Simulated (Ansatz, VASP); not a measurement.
**Two plane-wave programs on Ta3N**

```xyz
4
Lattice="3.0721 0.0000 0.0000 -1.5361 2.6605 0.0000 0.0000 0.0000 7.6232" Properties=species:S:1:pos:R:3 pbc="T T T"
Ta    1.5361    0.8868    6.2973
Ta    0.0000    1.7737    1.3259
Ta    0.0000    0.0000    3.8116
N     0.0000    0.0000    0.0000
```

Alike in both runs: task single point; functional PBE; k mesh 10 × 10 × 4; occupations fermi-dirac, width 0.05 eV; no spin polarisation.

|  | VASP | Ansatz |
| --- | --- | --- |
| version | VASP 6.6.1 | Ansatz 0.2.0 |
| potentials or method | VASP PAW PBE potentials, release 64 (Ta_pv, N) | Ansatz PAW |
| plane-wave cutoff (eV) | 520 | 420 |
| valence electrons in the cell | 38 | 44 |

```csv
,VASP,Ansatz,Ansatz less VASP
gap on the k mesh at the Fermi level (eV),none,none,-
pressure (GPa),-9.4,-9.6,-0.22
"traceless stress, the component that is largest in VASP (GPa)",0.43,0.42,-0.011
rms of the force components (eV/Å),0.125,0.142,+0.0173
```

Atom by atom the forces differ by 0.017 eV/Å (rms over components). A gap of «none» marks a metal or a gap that the smearing closes. With one functional, cell and mesh, what is left measures potentials, basis and numerics. VASP's potentials hold 38 valence electrons a cell and Ansatz's 44, so a difference there can come from the potentials and not from the codes.

Spin-orbit coupling is off throughout.
